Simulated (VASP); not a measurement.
# PbF2: single point with r2SCAN

PbF2:

```xyz
3
Lattice="0.0000 2.9792 2.9792 2.9792 0.0000 2.9792 2.9792 2.9792 0.0000" Properties=species:S:1:pos:R:3 pbc="T T T"
Pb    0.0000    0.0000    0.0000
F     1.4896    1.4896    1.4896
F     4.4688    4.4688    4.4688
```

| Property | Result |
| --- | --- |
| Program | VASP 6.6.1 |
| Task | single point |
| Functional | r2SCAN |
| Potentials or basis | VASP PAW PBE potentials, release 64 (Pb_d, F) |
| Cutoff | 520 eV |
| k mesh | 7 × 7 × 7 |
| Occupations | fermi-dirac, width 0.1 eV |
| Spin | no spin polarisation |
| Dipole correction | no |
| Further INCAR settings | ALGO = Normal; EDIFF = 1e-07; NBANDS = 21 |

```
Pressure               : -1.5 GPa
Band gap on the k mesh : 4.96 eV, indirect (least direct gap 5.17 eV)
```

Levels at points of the mesh, in eV from the valence-band top:
```
           k point  band 11  band 12  band 13  band 14  band 15  band 16  band 17  band 18
(0.00, 0.00, 0.00)    -2.53    -2.02    -2.02    -2.02     7.30     7.30     7.30    10.67
```

Run time: 52 s on 1 thread of AMD EPYC 9R45 96-Core Processor (Zen 5) (shared host), peak memory 0.16 GiB.

Caveat: the PAW data sets were made with another functional, which shifts forces and pressure a little; spin-orbit coupling is left out, which moves the levels of the heavy elements. r2SCAN opens gaps a little over a GGA but as a rule still falls short of measured ones.
